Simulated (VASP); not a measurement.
The system is ScAlH6.

```
Sc Al H
1.0
     4.99745    0.14528    0.45561
     2.50571    2.90249   -0.52029
     0.50599    0.96481    3.74881
Sc Al H
1 1 6
Direct
  0.03744 0.92129 0.04513
  0.53084 0.96393 0.51539
  0.88873 0.53865 0.26555
  0.12444 0.45916 0.76593
  0.58210 0.65793 0.90403
  0.39790 0.28222 0.18572
  0.22597 0.85314 0.44078
  0.80091 0.12753 0.44946
```

* Program: VASP 6.6.1
* Task: relaxation of cell and atoms
* Functional: PBEsol
* Potentials or basis: VASP PAW PBE potentials, release 64 (Sc_sv, Al, H)
* Cutoff: 600 eV
* k mesh: 6 × 6 × 6
* Occupations: fermi-dirac, width 0.05 eV
* Spin: no spin polarisation

At the start: pressure 5.7 GPa; volume 6.99 Å³/atom.

Q: How do energy, volume and symmetry change on relaxing?

A: Over 31 steps the energy falls by 109.8 meV/atom and the volume is 7.02 Å³/atom (+0.5 %); space group P1 (No. 1, to 0.1 Å) before and after.

The path:
```tsv
step	energy change (eV)	largest force (eV/Å)	pressure (GPa)	volume (Å³)
1	0.0000	2.5130	5.68	55.91
2	-0.4957	0.8525	-1.66	57.93
3	-0.4993	1.0510	-2.14	58.16
4	-0.6576	0.4676	-1.29	57.73
5	-0.7361	0.4650	0.50	57.11
6	-0.7903	0.3652	0.11	57.16
7	-0.8107	0.5585	-0.12	57.20
8	-0.8466	0.1968	-0.69	57.16
9	-0.8470	0.2718	-0.74	57.16
10	-0.8596	0.1149	-0.19	56.70
11	-0.8623	0.2198	0.24	56.37
12	-0.8705	0.1301	0.23	56.24
13	-0.8725	0.1572	0.25	56.14
14	-0.8760	0.1404	-0.01	56.27
15	-0.8760	0.1233	0.01	56.26
16	-0.8773	0.0570	-0.04	56.31
17	-0.8773	0.0500	-0.03	56.31
18	-0.8779	0.0254	-0.01	56.30
19	-0.8780	0.0343	0.01	56.29
20	-0.8783	0.0222	-0.06	56.29
21	-0.8783	0.0376	-0.08	56.29
22	-0.8785	0.0143	-0.04	56.24
23	-0.8785	0.0232	-0.03	56.23
24	-0.8786	0.0106	0.04	56.18
25	-0.8786	0.0130	0.08	56.16
26	-0.8787	0.0104	0.02	56.19
27	-0.8788	0.0101	-0.01	56.20
28	-0.8788	0.0151	-0.07	56.23
29	-0.8788	0.0102	-0.03	56.21
30	-0.8788	0.0105	0.00	56.20
31	-0.8788	0.0098	0.00	56.20
```

Final structure:
```yaml
crystal:
  lattice:
    - [5.04596, 0.11072, 0.45082]
    - [2.50973, 2.88857, -0.51722]
    - [0.50562, 0.96394, 3.72644]
  atoms:
    - { symbol: Sc, position: [0.02726, 0.95502, 0.02344] }
    - { symbol: Al, position: [0.50762, 0.98122, 0.50829] }
    - { symbol: H, position: [0.88746, 0.54961, 0.24090] }
    - { symbol: H, position: [0.12987, 0.40794, 0.77887] }
    - { symbol: H, position: [0.55435, 0.66183, 0.88645] }
    - { symbol: H, position: [0.45634, 0.29646, 0.12896] }
    - { symbol: H, position: [0.24397, 0.86450, 0.45408] }
    - { symbol: H, position: [0.78147, 0.08728, 0.55100] }
```

Caveat: the PAW data sets were made with another functional, which shifts forces and pressure a little.
